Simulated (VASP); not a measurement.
# C in VASP: single point with PBE+D3(BJ)

Aim: the single point of C with PBE+D3(BJ).

All numbers are computed with VASP 6.6.1; they aren't measurements. Logs are shortened: lines on timing, memory, paths and dates and some standing lists are left out, and cuts for length are marked.

## (1) The cell of the first run

The cell holds a slab with vacuum, 4 atoms: a = 2.466 Å, b = 2.466 Å, c = 17.500 Å, α = 90.00°, β = 90.00°, γ = 120.00°.

## (2) Single point, PBE+D3(BJ) (layers slid over each other)

Contents of INCAR:

```
PREC = Accurate ; ENCUT = 520
EDIFF = 1E-6 ; ISMEAR = 0
SIGMA = 0.1 ; LREAL = False
LASPH = True ; NELM = 60
ALGO = Normal ; ISIF = 2
LWAVE = False ; LCHARG = True
LDIPOL = True ; IDIPOL = 3
DIPOL = 0.5 0.5 0.352 ; GGA = PE
IVDW = 12 ; LELF = True
LVHAR = True ; LVACPOTAV = True
NBANDS = 16
```

Contents of KPOINTS:

```
regular mesh
0
Gamma
  15 15 1
```

Contents of POSCAR:

```
C
1.0
    2.4657189596      0.0000000000      0.0000000000
   -1.2328594798      2.1353752576      0.0000000000
    0.0000000000      0.0000000000     17.5000000000
C
4
Direct
    0.3333333333      0.6666666667      0.2571428571
    0.6666666667      0.3333333333      0.2571428571
    0.5000000000      1.3333333333      0.4462857143
    0.8333333333      1.0000000000      0.4462857143
```

Potentials or basis: VASP PAW PBE potentials, release 64 (C).

The run is started by

```sh
$ cat potpaw_PBE.64/C/POTCAR > POTCAR
$ mpirun -np 1 vasp_std > vasp.out
```

OUTCAR:

```text
PREC = Accurate
   ENCUT = 520
   EDIFF = 1E-6
   ISMEAR = 0
   LREAL = False
   LASPH = True
   NELM = 60
   ISIF = 2
   GGA = PE
   IVDW = 12
 IVDW          = 12

 ion  position               nearest neighbor table
   1  0.333  0.667  0.257-   2 1.42   2 1.42   2 1.42
   2  0.667  0.333  0.257-   1 1.42   1 1.42   1 1.42
   3  0.500  0.333  0.446-   4 1.42   4 1.42   4 1.42
   4  0.833  0.000  0.446-   3 1.42   3 1.42   3 1.42

  LATTYP: Found a hexagonal cell.
 ALAT       =     2.4657189596
 C/A-ratio  =     7.0973214250

  Lattice vectors:

 A1 = (   2.4657189596,   0.0000000000,   0.0000000000)
 A2 = (  -1.2328594798,   2.1353752576,   0.0000000000)
 A3 = (   0.0000000000,   0.0000000000,  17.5000000000)

Analysis of symmetry for initial positions (statically):
=====================================================================
 Subroutine PRICEL returns:
 Original cell was already a primitive cell.

 Routine SETGRP: Setting up the symmetry group for a
 hexagonal supercell.

 Subroutine GETGRP returns: Found  2 space group operations
 (whereof  1 operations were pure point group operations)
 out of a pool of 24 trial point group operations.

The static configuration has the point symmetry C_1 .
 The point group associated with its full space group is S_2 .

Analysis of symmetry for dynamics (positions and initial velocities):
=====================================================================
 Subroutine PRICEL returns:
 Original cell was already a primitive cell.

 Routine SETGRP: Setting up the symmetry group for a
 hexagonal supercell.

 Subroutine GETGRP returns: Found  2 space group operations
 (whereof  1 operations were pure point group operations)
 out of a pool of 24 trial point group operations.

The dynamic configuration has the point symmetry C_1 .
 The point group associated with its full space group is S_2 .

 Subroutine INISYM returns: Found  2 space group operations
 (whereof  1 operations are pure point group operations),
 and found     1 'primitive' translations

----------------------------------------------------------------------------------------

                                     Primitive cell

  volume of cell :      92.1416

  direct lattice vectors                    reciprocal lattice vectors
     2.465718960  0.000000000  0.000000000     0.405561224  0.234150882  0.000000000
    -1.232859480  2.135375258  0.000000000     0.000000000  0.468301764  0.000000000
     0.000000000  0.000000000 17.500000000     0.000000000  0.000000000  0.057142857

  length of vectors
     2.465718960  2.465718960 17.500000000     0.468301764  0.468301764  0.057142857

  position of ions in fractional coordinates (direct lattice)
     0.333333333  0.666666667  0.257142857
     0.666666667  0.333333333  0.257142857
     0.500000000  0.333333333  0.446285714
     0.833333333  0.000000000  0.446285714

  ion indices of the primitive-cell ions
   primitive index   ion index
                 1           1
                 2           2
                 3           3
                 4           4

----------------------------------------------------------------------------------------

 KPOINTS: regular mesh

Automatic generation of k-mesh.
 Grid dimensions read from file:
 generate k-points for:   15   15    1

 Generating k-lattice:

  Cartesian coordinates                     Fractional coordinates (reciprocal lattice)
     0.027037415  0.015610059  0.000000000     0.066666667  0.000000000  0.000000000
     0.000000000  0.031220118  0.000000000     0.000000000  0.066666667  0.000000000
     0.000000000  0.000000000  0.057142857     0.000000000  0.000000000  1.000000000

  Length of vectors
     0.031220118  0.031220118  0.057142857

  Shift w.r.t. Gamma in fractional coordinates (k-lattice)
     0.000000000  0.000000000  0.000000000

 Subroutine IBZKPT returns following result:
 ===========================================

 Found    113 irreducible k-points:

 Following reciprocal coordinates:
            Coordinates               Weight
  0.000000  0.000000  0.000000      1.000000
  0.066667  0.000000  0.000000      2.000000
  0.000000  0.066667  0.000000      2.000000
 -0.066667  0.066667  0.000000      2.000000
  0.133333  0.000000  0.000000      2.000000
  0.000000  0.133333  0.000000      2.000000
[... 16 lines left out ...]
  0.066667  0.066667  0.000000      2.000000
 -0.066667  0.133333  0.000000      2.000000
 [... further k-points ...]
   k-points           NKPTS =    113   k-points in BZ     NKDIM =    113   number of bands    NBANDS=     16
   number of dos      NEDOS =    301   number of ions     NIONS =      4
   total plane-waves  NPLWV =  45360
   dimension x,y,z NGX =    18 NGY =   18 NGZ =  140
   dimension x,y,z NGXF=    36 NGYF=   36 NGZF=  280
   ions per type =               4
   NGX,Y,Z   is equivalent  to a cutoff of  12.14, 12.14, 13.30 a.u.
   NGXF,Y,Z  is equivalent  to a cutoff of  24.27, 24.27, 26.60 a.u.
 SYSTEM =  unknown system
   PREC   = accura    normal or accurate (medium, high low for compatibility)
   ISTART =      0    job   : 0-new  1-cont  2-samecut
   ICHARG =      2    charge: 1-file 2-atom 10-const
   ISPIN  =      1    spin polarized calculation?
   LNONCOLLINEAR =      F non collinear calculations
   LSORBIT =      F    spin-orbit coupling
   LASPH  =      T    aspherical Exc in radial PAW
   ENCUT  =  520.0 eV  38.22 Ry    6.18 a.u.   4.58  4.58 32.54*2*pi/ulx,y,z
   NELM   =     60;   NELMIN=  2; NELMDL= -5     # of ELM steps
   EDIFF  = 0.1E-05   stopping-criterion for ELM
   LREAL  =      F    real-space projection
   EDIFFG = 0.1E-04   stopping-criterion for IOM
   NSW    =      0    number of steps for IOM
   IBRION =     -1    ionic relax: 0-MD 1-quasi-New 2-CG
   NFREE  =      0    steps in history (QN), initial steepest desc. (CG)
   ISIF   =      2    stress and relaxation
   ISYM   =      2    0-nonsym 1-usesym 2-fastsym
   POTIM  = 0.5000    time-step for ionic-motion
   TEBEG  =    0.0;   TEEND  =   0.0 temperature during run
   PSTRESS=    0.0 pullay stress
   NELECT =      16.0000    total number of electrons
   NUPDOWN=      -1.0000    fix difference up-down
   EMIN   =  10.00;   EMAX   =-10.00  energy-range for DOS
   EFERMI =   0.00;   METHOD = LEGACY
   ISMEAR =     0;   SIGMA  =   0.10  broadening in eV -4-tet -1-fermi 0-gaus
   EFERMI_NEDOS =   21; number of points for ismear=-14 and -15
   IALGO  =     38    algorithm
   IMIX   =      4    mixing-type and parameters
     AMIX     =   0.40;   BMIX     =  1.00
     AMIX_MAG =   1.60;   BMIX_MAG =  1.00
  volume/ion in A,a.u.               =      23.04       155.45
  Fermi-wavevector in a.u.,A,eV,Ry     =   0.913334  1.725951 11.349690  0.834179
  Thomas-Fermi vector in A             =   2.037833
   LORBIT       =      0    0 simple, 1 ext, 2 COOP (PROOUT), +10 PAW based schemes
   GGA     = PE    functional components
   LHFCALC =     F    Hartree Fock is set to
   AEXX    =    0.0000 exact exchange contribution
   IVDW    =    12    specifies the selected vdW correction
   LEPSILON=     F    determine dielectric tensor
   LRPA    =     F    only Hartree local field effects (RPA)
 non-spin polarized calculation
 Gauss-broadening in eV      SIGMA  =   0.10
  energy-cutoff  :      520.00
  volume of cell :       92.14
 maximum number of plane-waves:      2521
   NGX =  9   NGY =  9   NGZ = 65

 dipolmoment           0.000000      0.000000      0.000223 electrons x Angstroem

 number of electron      15.9999998 magnetization

 dipolmoment           0.000000      0.000000     -0.000000 electrons x Angstroem

 Free energy of the ion-electron system (eV)
  ---------------------------------------------------
  ext. energy  EPLUGINS =         0.00000000
  ---------------------------------------------------
  free energy    TOTEN  =       -36.86489432 eV

  energy without entropy =      -36.86465860  energy(sigma->0) =      -36.86477646

 E-fermi :  -0.8463     XC(G=0):  -4.4234

 val. band max:       -0.9666330070   @ k =   0.3333   0.3333   0.0000
 cond. band min:      -0.7259570732   @ k =   0.3333   0.3333   0.0000
 fundamental gap:      0.2406759338
 Fermi energy:        -0.8462949214

 k-point     1 :       0.0000    0.0000    0.0000
  band No.  band energies     occupation
      1     -20.4371      2.00000
      2     -20.2698      2.00000
      3      -8.9573      2.00000
      4      -7.9151      2.00000
      5      -3.8766      2.00000
      6      -3.8700      2.00000
[... 8 lines left out ...]
     15       7.4796      0.00000
     16       7.4861      0.00000

 k-point     2 :       0.0667    0.0000    0.0000
  band No.  band energies     occupation
      1     -20.3315      2.00000
      2     -20.1652      2.00000
      3      -8.8301      2.00000
      4      -7.7920      2.00000
      5      -4.2995      2.00000
      6      -4.2872      2.00000
[... 8 lines left out ...]
     15       7.5444      0.00000
     16       7.9124      0.00000

 k-point     3 :       0.0000    0.0667    0.0000
  band No.  band energies     occupation
      1     -20.3315      2.00000
      2     -20.1652      2.00000
      3      -8.8300      2.00000
      4      -7.7921      2.00000
      5      -4.3012      2.00000
      6      -4.2852      2.00000
[... 8 lines left out ...]
     15       7.5533      0.00000
     16       7.9268      0.00000
[... 362 lines left out ...]
 k-point    23 :       0.0667    0.0667    0.0000
  band No.  band energies     occupation
      1     -20.1206      2.00000
      2     -19.9565      2.00000
      3      -8.5767      2.00000
      4      -7.5468      2.00000
      5      -5.0181      2.00000
      6      -5.0181      2.00000
[... 8 lines left out ...]
     15       7.7304      0.00000
     16       8.5781      0.00000

 k-point    24 :      -0.0667    0.1333    0.0000
  band No.  band energies     occupation
      1     -20.1206      2.00000
      2     -19.9565      2.00000
      3      -8.5763      2.00000
      4      -7.5473      2.00000
      5      -5.0312      2.00000
      6      -5.0039      2.00000
[... 8 lines left out ...]
     15       7.7533      0.00000
     16       8.5952      0.00000

 [... further k-points ...]

------------------------ aborting loop because EDIFF is reached ----------------------------------------

 Edisp (eV)   -0.48400

 E8    (eV) :    -0.1449

  FORCE on cell =-STRESS in cart. coord.  units (eV):
  Direction    XX          YY          ZZ          XY          YZ          ZX
  --------------------------------------------------------------------------------------
  -------------------------------------------------------------------------------------
  Total       0.09444     0.10241     0.10586    -0.02487    -0.01964     0.03628
  in kB       1.64211     1.78076     1.84069    -0.43252    -0.34159     0.63082
  external pressure =        1.75 kB  Pullay stress =        0.00 kB

 VOLUME and BASIS-vectors are now :
 -----------------------------------------------------------------------------
  energy-cutoff  :      520.00
  volume of cell :       92.14
      direct lattice vectors                 reciprocal lattice vectors
     2.465718960  0.000000000  0.000000000     0.405561224  0.234150882  0.000000000
    -1.232859480  2.135375258  0.000000000     0.000000000  0.468301764  0.000000000
     0.000000000  0.000000000 17.500000000     0.000000000  0.000000000  0.057142857

 POSITION                                       TOTAL-FORCE (eV/Angst)
 -----------------------------------------------------------------------------------
     -0.00000      1.42358      4.50000        -0.004442      0.003775     -0.026653
      1.23286      0.71179      4.50000        -0.006520      0.002156     -0.012992
      0.82191      0.71179      7.81000         0.006520     -0.002156      0.012992
      2.05477      0.00000      7.81000         0.004442     -0.003775      0.026653
 -----------------------------------------------------------------------------------
    total drift:                               -0.000000      0.000000     -0.000018

  FREE ENERGIE OF THE ION-ELECTRON SYSTEM (eV)
  ---------------------------------------------------
  free  energy   TOTEN  =       -37.3488912506 eV

  energy  without entropy=      -37.3486555310  energy(sigma->0) =      -37.34877339

 vacuum level on the upper side and lower side of the slab         3.441         3.441
```

It took 5 min on 1 thread of Intel Xeon 8259CL, shared host; peak memory 0.28 GiB.

What came out:

* Free energy: -37.3489 eV
* Largest force: 0.027 eV/Å
* Dispersion energy per atom: -0.121 eV

Forces in eV/Å, atoms in the order of the input:
```
C   -0.004  0.004 -0.027
C   -0.007  0.002 -0.013
C    0.007 -0.002  0.013
C    0.004 -0.004  0.027
```

Caveat: the cell differs from its parent crystal (layers slid over each other).
